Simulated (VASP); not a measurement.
# SiNi3 (Pm-3m) in VASP: further runs

Aim: see how the results for SiNi3 move with the level of theory and the settings. Levels: PBE+D3(BJ), PBE, PBEsol-based global hybrid with 25 % exact exchange. Tasks: single point.

All numbers are computed with VASP 6.6.1; they aren't measurements. Logs are shortened: lines on timing, memory, paths and dates and some standing lists are left out, and cuts for length are marked.

## 1. The cell of the first run

Symmetry: Pm-3m, No. 221, cubic system. Conventional cell: a = 3.465 Å, b = 3.465 Å, c = 3.465 Å, α = 90.00°, β = 90.00°, γ = 90.00°. Ni (site symmetry 4/mmm) has 8 Ni at 2.45 Å and 4 Si at 2.45 Å within 3.2 Å. Within 3.2 Å of Si (site symmetry m-3m) lie 12 Ni at 2.45 Å.

## 2. Single point, PBE+D3(BJ), collinear spin, ferromagnetic start

The input, INCAR:

```
  ALGO = Normal
  EDIFF = 1E-6
  ENCUT = 690
  GGA = PE
  GGA_COMPAT = False
  ISIF = 2
  ISMEAR = -1
  ISPIN = 2
  IVDW = 12
  LASPH = True
  LCHARG = False
  LMAXMIX = 4
  LORBIT = 11
  LREAL = False
  LWAVE = False
  MAGMOM = 1 1 1 0
  NBANDS = 41
  NELM = 200
  PREC = Accurate
  SIGMA = 0.05
```

The input, KPOINTS:

```
k-points
0
Gamma
  8 8 8
```

The input, POSCAR:

```
SiNi3
1.0
    3.4654470712      0.0000000000      0.0000000000
    0.0000000000      3.4654470712      0.0000000000
    0.0000000000      0.0000000000      3.4654470712
Ni Si
3 1
Direct
    0.5000000000      0.5000000000      0.0000000000
    0.5000000000      0.0000000000      0.5000000000
    0.0000000000      0.5000000000      0.5000000000
    0.0000000000      0.0000000000      0.0000000000
```

Potentials or basis: VASP PAW PBE potentials, release 64 (Ni_sv_GW, Si).

On the command line:

```bash
$ cat potpaw_PBE.64/Ni_sv_GW/POTCAR potpaw_PBE.64/Si/POTCAR > POTCAR
$ mpirun -np 1 vasp_std > vasp.out
```

OUTCAR:

```text
EDIFF = 1E-6
   ENCUT = 690
   GGA = PE
   ISIF = 2
   ISMEAR = -1
   ISPIN = 2
   IVDW = 12
   LASPH = True
   LORBIT = 11
   LREAL = False
   NELM = 200
   PREC = Accurate
 IVDW          = 12

 ion  position               nearest neighbor table
   1  0.500  0.500  0.000-   2 2.45   3 2.45   4 2.45   2 2.45   3 2.45   2 2.45   4 2.45   2 2.45
                             3 2.45   4 2.45   3 2.45   4 2.45
   2  0.500  0.000  0.500-   1 2.45   3 2.45   4 2.45   1 2.45   4 2.45   1 2.45   3 2.45   1 2.45
                             3 2.45   4 2.45   4 2.45   3 2.45
   3  0.000  0.500  0.500-   1 2.45   2 2.45   4 2.45   1 2.45   4 2.45   2 2.45   4 2.45   4 2.45
                             1 2.45   2 2.45   1 2.45   2 2.45
   4  0.000  0.000  0.000-   1 2.45   2 2.45   3 2.45   2 2.45   3 2.45   1 2.45   3 2.45   3 2.45
                             1 2.45   2 2.45   2 2.45   1 2.45

  LATTYP: Found a simple cubic cell.
 ALAT       =     3.4654470712

  Lattice vectors:

 A1 = (   3.4654470712,   0.0000000000,   0.0000000000)
 A2 = (   0.0000000000,   3.4654470712,   0.0000000000)
 A3 = (   0.0000000000,   0.0000000000,   3.4654470712)

Analysis of symmetry for initial positions (statically):
=====================================================================
 Subroutine PRICEL returns:
 Original cell was already a primitive cell.

 Routine SETGRP: Setting up the symmetry group for a
 simple cubic supercell.

 Subroutine GETGRP returns: Found 48 space group operations
 (whereof 48 operations were pure point group operations)
 out of a pool of 48 trial point group operations.

The static configuration has the point symmetry O_h .

Analysis of symmetry for dynamics (positions and initial velocities):
=====================================================================
 Subroutine PRICEL returns:
 Original cell was already a primitive cell.

 Routine SETGRP: Setting up the symmetry group for a
 simple cubic supercell.

 Subroutine GETGRP returns: Found 48 space group operations
 (whereof 48 operations were pure point group operations)
 out of a pool of 48 trial point group operations.

The dynamic configuration has the point symmetry O_h .

Analysis of structural, dynamic, and magnetic symmetry:
=====================================================================
 Subroutine PRICEL returns:
 Original cell was already a primitive cell.

 Routine SETGRP: Setting up the symmetry group for a
 simple cubic supercell.

 Subroutine GETGRP returns: Found 48 space group operations
 (whereof 48 operations were pure point group operations)
 out of a pool of 48 trial point group operations.

The overall configuration has the point symmetry O_h .

 Subroutine INISYM returns: Found 48 space group operations
 (whereof 48 operations are pure point group operations),
 and found     1 'primitive' translations

----------------------------------------------------------------------------------------

                                     Primitive cell

  volume of cell :      41.6177

  direct lattice vectors                    reciprocal lattice vectors
     3.465447071  0.000000000  0.000000000     0.288563057  0.000000000  0.000000000
     0.000000000  3.465447071  0.000000000     0.000000000  0.288563057  0.000000000
     0.000000000  0.000000000  3.465447071     0.000000000  0.000000000  0.288563057

  length of vectors
     3.465447071  3.465447071  3.465447071     0.288563057  0.288563057  0.288563057

  position of ions in fractional coordinates (direct lattice)
     0.500000000  0.500000000  0.000000000
     0.500000000  0.000000000  0.500000000
     0.000000000  0.500000000  0.500000000
     0.000000000  0.000000000  0.000000000

  ion indices of the primitive-cell ions
   primitive index   ion index
                 1           1
                 2           2
                 3           3
                 4           4

----------------------------------------------------------------------------------------

 KPOINTS: k-points

Automatic generation of k-mesh.
 Grid dimensions read from file:
 generate k-points for:    8    8    8

 Generating k-lattice:

  Cartesian coordinates                     Fractional coordinates (reciprocal lattice)
     0.036070382  0.000000000  0.000000000     0.125000000  0.000000000  0.000000000
     0.000000000  0.036070382  0.000000000     0.000000000  0.125000000  0.000000000
     0.000000000  0.000000000  0.036070382     0.000000000  0.000000000  0.125000000

  Length of vectors
     0.036070382  0.036070382  0.036070382

  Shift w.r.t. Gamma in fractional coordinates (k-lattice)
     0.000000000  0.000000000  0.000000000

 Subroutine IBZKPT returns following result:
 ===========================================

 Found     35 irreducible k-points:

 Following reciprocal coordinates:
            Coordinates               Weight
  0.000000  0.000000  0.000000      1.000000
  0.125000  0.000000  0.000000      6.000000
  0.250000  0.000000  0.000000      6.000000
  0.375000  0.000000  0.000000      6.000000
  0.500000  0.000000  0.000000      3.000000
  0.125000  0.125000  0.000000     12.000000
[... 16 lines left out ...]
  0.375000  0.375000  0.125000     24.000000
  0.500000  0.375000  0.125000     24.000000
 [... further k-points ...]
   k-points           NKPTS =     35   k-points in BZ     NKDIM =     35   number of bands    NBANDS=     41
   number of dos      NEDOS =    301   number of ions     NIONS =      4
   total plane-waves  NPLWV =  27000
   dimension x,y,z NGX =    30 NGY =   30 NGZ =   30
   dimension x,y,z NGXF=    60 NGYF=   60 NGZF=   60
   ions per type =               3   1
   NGX,Y,Z   is equivalent  to a cutoff of  14.39, 14.39, 14.39 a.u.
   NGXF,Y,Z  is equivalent  to a cutoff of  28.78, 28.78, 28.78 a.u.
 SYSTEM =  unknown system
   PREC   = accura    normal or accurate (medium, high low for compatibility)
   ISTART =      0    job   : 0-new  1-cont  2-samecut
   ICHARG =      2    charge: 1-file 2-atom 10-const
   ISPIN  =      2    spin polarized calculation?
   LNONCOLLINEAR =      F non collinear calculations
   LSORBIT =      F    spin-orbit coupling
   LASPH  =      T    aspherical Exc in radial PAW
   ENCUT  =  690.0 eV  50.71 Ry    7.12 a.u.   7.42  7.42  7.42*2*pi/ulx,y,z
   NELM   =    200;   NELMIN=  2; NELMDL= -5     # of ELM steps
   EDIFF  = 0.1E-05   stopping-criterion for ELM
   LREAL  =      F    real-space projection
[... 7 lines left out ...]
   TEBEG  =    0.0;   TEEND  =   0.0 temperature during run
   PSTRESS=    0.0 pullay stress
   NELECT =      58.0000    total number of electrons
   NUPDOWN=      -1.0000    fix difference up-down
   EMIN   =  10.00;   EMAX   =-10.00  energy-range for DOS
   EFERMI =   0.00;   METHOD = LEGACY
   ISMEAR =    -1;   SIGMA  =   0.05  broadening in eV -4-tet -1-fermi 0-gaus
   EFERMI_NEDOS =   21; number of points for ismear=-14 and -15
   IALGO  =     38    algorithm
   IMIX   =      4    mixing-type and parameters
     AMIX     =   0.40;   BMIX     =  1.00
     AMIX_MAG =   1.60;   BMIX_MAG =  1.00
  volume/ion in A,a.u.               =      10.40        70.21
  Fermi-wavevector in a.u.,A,eV,Ry     =   1.828626  3.455602 45.496155  3.343873
  Thomas-Fermi vector in A             =   2.883476
   LORBIT       =     11    0 simple, 1 ext, 2 COOP (PROOUT), +10 PAW based schemes
   GGA     = PE    functional components
   LHFCALC =     F    Hartree Fock is set to
   AEXX    =    0.0000 exact exchange contribution
   IVDW    =    12    specifies the selected vdW correction
   LEPSILON=     F    determine dielectric tensor
   LRPA    =     F    only Hartree local field effects (RPA)
 spin polarized calculation
  energy-cutoff  :      690.00
  volume of cell :       41.62
 maximum number of plane-waves:      1747
 NGX is ok and might be reduce to    30
   NGX = 15   NGY = 15   NGZ = 15

 number of electron      57.9999966 magnetization      -0.0006568

 number of electron      57.9999966 magnetization       0.0008015

 Free energy of the ion-electron system (eV)
  ---------------------------------------------------
  ext. energy  EPLUGINS =         0.00000000
  ---------------------------------------------------
  free energy    TOTEN  =       -26.48427694 eV

  energy without entropy =      -26.46646753  energy(sigma->0) =      -26.47537223

 E-fermi :   9.9986     XC(G=0): -13.7722

 val. band max:        9.9393593940   @ k =   0.1250   0.1250   0.0000
 cond. band min:      10.0127469555   @ k =   0.5000   0.3750   0.3750
 fundamental gap:      0.0733875615
 Fermi energy:         9.9986226313

 spin component 1

 k-point     1 :       0.0000    0.0000    0.0000
  band No.  band energies     occupation
      1     -93.2819      1.00000
      2     -93.2411      1.00000
      3     -93.2411      1.00000
      4     -53.7607      1.00000
      5     -53.7607      1.00000
      6     -53.7607      1.00000
[... 33 lines left out ...]
     40      24.2201      0.00000
     41      24.3121      0.00000

 k-point     2 :       0.1250    0.0000    0.0000
  band No.  band energies     occupation
      1     -93.2809      1.00000
      2     -93.2423      1.00000
      3     -93.2408      1.00000
      4     -53.7573      1.00000
      5     -53.7573      1.00000
      6     -53.7560      1.00000
[... 33 lines left out ...]
     40      23.5621      0.00000
     41      24.1670      0.00000

 k-point     3 :       0.2500    0.0000    0.0000
  band No.  band energies     occupation
      1     -93.2772      1.00000
      2     -93.2463      1.00000
      3     -93.2407      1.00000
      4     -53.7483      1.00000
      5     -53.7483      1.00000
      6     -53.7439      1.00000
[... 875 lines left out ...]
      2     -93.2522      1.00000
      3     -93.2482      1.00000
      4     -53.7755      1.00000
      5     -53.7418      1.00000
      6     -53.7353      1.00000
[... 33 lines left out ...]
     40      25.1608      0.00000
     41      26.0335      0.00000

 k-point    24 :       0.5000    0.3750    0.1250
  band No.  band energies     occupation
      1     -93.2592      1.00000
      2     -93.2542      1.00000
      3     -93.2492      1.00000
      4     -53.7798      1.00000
      5     -53.7390      1.00000
      6     -53.7371      1.00000
[... 33 lines left out ...]
     40      25.1337      0.00000
     41      27.5644      0.00000

 [... further k-points ...]

 spin component 2

 k-point     1 :       0.0000    0.0000    0.0000
  band No.  band energies     occupation
      1     -93.2815      1.00000
      2     -93.2407      1.00000
      3     -93.2407      1.00000
      4     -53.7602      1.00000
      5     -53.7602      1.00000
      6     -53.7602      1.00000
[... 33 lines left out ...]
     40      24.2346      0.00000
     41      24.3121      0.00000

 k-point     2 :       0.1250    0.0000    0.0000
  band No.  band energies     occupation
      1     -93.2804      1.00000
      2     -93.2419      1.00000
      3     -93.2404      1.00000
      4     -53.7569      1.00000
      5     -53.7569      1.00000
      6     -53.7555      1.00000
[... 33 lines left out ...]
     40      23.5622      0.00000
     41      24.1699      0.00000

 k-point     3 :       0.2500    0.0000    0.0000
  band No.  band energies     occupation
      1     -93.2767      1.00000
      2     -93.2458      1.00000
      3     -93.2403      1.00000
      4     -53.7478      1.00000
      5     -53.7478      1.00000
      6     -53.7435      1.00000
[... 875 lines left out ...]
      2     -93.2518      1.00000
      3     -93.2478      1.00000
      4     -53.7750      1.00000
      5     -53.7414      1.00000
      6     -53.7348      1.00000
[... 33 lines left out ...]
     40      25.1608      0.00000
     41      25.9629      0.00000

 k-point    24 :       0.5000    0.3750    0.1250
  band No.  band energies     occupation
      1     -93.2588      1.00000
      2     -93.2538      1.00000
      3     -93.2488      1.00000
      4     -53.7793      1.00000
      5     -53.7385      1.00000
      6     -53.7367      1.00000
[... 33 lines left out ...]
     40      25.1336      0.00000
     41      27.4721      0.00000

 [... further k-points ...]

------------------------ aborting loop because EDIFF is reached ----------------------------------------

 Edisp (eV)   -2.04863

 E8    (eV) :    -0.8742

  FORCE on cell =-STRESS in cart. coord.  units (eV):
  Direction    XX          YY          ZZ          XY          YZ          ZX
  --------------------------------------------------------------------------------------
  -------------------------------------------------------------------------------------
  Total      -0.20103    -0.20103    -0.20103     0.00000     0.00000    -0.00000
  in kB      -7.73918    -7.73918    -7.73918     0.00000     0.00000    -0.00000
  external pressure =       -7.74 kB  Pullay stress =        0.00 kB

 VOLUME and BASIS-vectors are now :
 -----------------------------------------------------------------------------
  energy-cutoff  :      690.00
  volume of cell :       41.62
      direct lattice vectors                 reciprocal lattice vectors
     3.465447071  0.000000000  0.000000000     0.288563057  0.000000000  0.000000000
     0.000000000  3.465447071  0.000000000     0.000000000  0.288563057  0.000000000
     0.000000000  0.000000000  3.465447071     0.000000000  0.000000000  0.288563057

 POSITION                                       TOTAL-FORCE (eV/Angst)
 -----------------------------------------------------------------------------------
      1.73272      1.73272      0.00000         0.000000      0.000000      0.000000
      1.73272      0.00000      1.73272         0.000000      0.000000      0.000000
      0.00000      1.73272      1.73272         0.000000      0.000000      0.000000
      0.00000      0.00000      0.00000         0.000000      0.000000      0.000000
 -----------------------------------------------------------------------------------
    total drift:                                0.000000      0.000000     -0.000000

  FREE ENERGIE OF THE ION-ELECTRON SYSTEM (eV)
  ---------------------------------------------------
  free  energy   TOTEN  =       -28.5329029554 eV

  energy  without entropy=      -28.5150935463  energy(sigma->0) =      -28.52399825

 total charge

# of ion       s       p       d       f       tot
--------------------------------------------------
    1        2.236   6.356   7.870   0.005  16.468
    2        2.236   6.356   7.870   0.005  16.468
    3        2.236   6.356   7.870   0.005  16.468
    4        0.728   0.845   0.000   0.000   1.573
--------------------------------------------------
tot          7.437  19.912  23.610   0.016  50.976

 magnetization (x)

# of ion       s       p       d       f       tot
--------------------------------------------------
    1       -0.000  -0.000   0.000  -0.000   0.000
    2       -0.000  -0.000   0.000  -0.000   0.000
    3       -0.000  -0.000   0.000  -0.000   0.000
    4       -0.000  -0.000   0.000   0.000  -0.000
--------------------------------------------------
tot         -0.000  -0.000   0.001  -0.000   0.001
```

It took 2.2 min on 1 thread of Intel Xeon 6975P-C (Granite Rapids), shared host; peak memory 0.3 GiB.

What came out:

* Free energy: -28.5329 eV
* Pressure: -0.8 GPa
* Band gap on the k mesh: zero (filled and empty bands overlap)
* Net moment: 0.00 μB per cell
* Valence electrons inside the program's atomic spheres: Ni 16.47; Si 1.57
* Dispersion energy per atom: -0.512 eV

Caveat: the moments typed at the start vanished in this run.

## 3. Single point, PBE, collinear spin, ferromagnetic start

This run uses another cell than the first one, of 9.97 Å³/atom.

The input, INCAR:

```
ALGO = Normal
EDIFF = 1E-6
ENCUT = 690
GGA = PE
GGA_COMPAT = False
ISIF = 2
ISMEAR = -1
ISPIN = 2
LASPH = True
LCHARG = False
LMAXMIX = 4
LORBIT = 11
LREAL = False
LWAVE = False
MAGMOM = 1 1 1 0
NBANDS = 41
NELM = 200
PREC = Accurate
SIGMA = 0.05
```

KPOINTS is that of step 2.

The input, POSCAR:

```
SiNi3
1.0
    3.4164091410      0.0000000000      0.0000000000
    0.0000000000      3.4164091410      0.0000000000
    0.0000000000      0.0000000000      3.4164091410
Ni Si
3 1
Direct
    0.5000000000      0.5000000000      0.0000000000
    0.5000000000      0.0000000000      0.5000000000
    0.0000000000      0.5000000000      0.5000000000
    0.0000000000      0.0000000000      0.0000000000
```

Potentials or basis: VASP PAW PBE potentials, release 64 (Ni_sv_GW, Si).

On the command line:

```bash
$ cat potpaw_PBE.64/Ni_sv_GW/POTCAR potpaw_PBE.64/Si/POTCAR > POTCAR
$ mpirun -np 1 vasp_std > vasp.out
```

Wall time 6.4 min (1 thread of AMD EPYC 7R43 (Zen 3), shared host); peak memory 0.25 GiB.

Results (log left out):

| Quantity | Value |
| --- | --- |
| Free energy | -26.3300 eV |
| Pressure | 19.2 GPa |
| Band gap on the k mesh | zero (filled and empty bands overlap) |
| Net moment | 0.00 μB per cell |
| Valence electrons inside the program's atomic spheres | Ni 16.52; Si 1.60 |

Levels at points of the mesh, in eV from the Fermi level:
Spin up:
```
           k point  band 25  band 26  band 27  band 28  band 29  band 30  band 31  band 32  band 33  band 34
(0.00, 0.00, 0.00)    -1.04    -0.70    -0.70    -0.32     0.04     0.04     0.04     5.55     6.68     6.68
(0.50, 0.00, 0.00)    -1.48    -1.47    -1.29    -0.62     0.05     3.90     3.90     5.41     5.41     5.72
(0.50, 0.50, 0.00)    -1.63    -1.63    -1.24    -1.14    -1.07     0.73     0.73     6.08     6.69     7.92
(0.50, 0.50, 0.50)    -1.64    -1.39    -1.39    -0.65    -0.22    -0.22    -0.22     1.57     4.34     4.34
```
Spin down:
| k point | band 25 | band 26 | band 27 | band 28 | band 29 | band 30 | band 31 | band 32 | band 33 | band 34 |
| --- | --- | --- | --- | --- | --- | --- | --- | --- | --- | --- |
| (0.00, 0.00, 0.00) | -1.04 | -0.70 | -0.70 | -0.32 | 0.05 | 0.05 | 0.05 | 5.55 | 6.68 | 6.68 |
| (0.50, 0.00, 0.00) | -1.48 | -1.47 | -1.29 | -0.62 | 0.05 | 3.90 | 3.90 | 5.41 | 5.41 | 5.72 |
| (0.50, 0.50, 0.00) | -1.63 | -1.63 | -1.24 | -1.14 | -1.07 | 0.73 | 0.73 | 6.08 | 6.69 | 7.92 |
| (0.50, 0.50, 0.50) | -1.64 | -1.39 | -1.39 | -0.65 | -0.22 | -0.22 | -0.22 | 1.57 | 4.34 | 4.34 |

Caveat: the cell stands under pressure; the moments typed at the start vanished in this run.

(Continued in part 2 of 2.)

The gap in the log of VASP goes by the Fermi energy; the results here count the filled bands.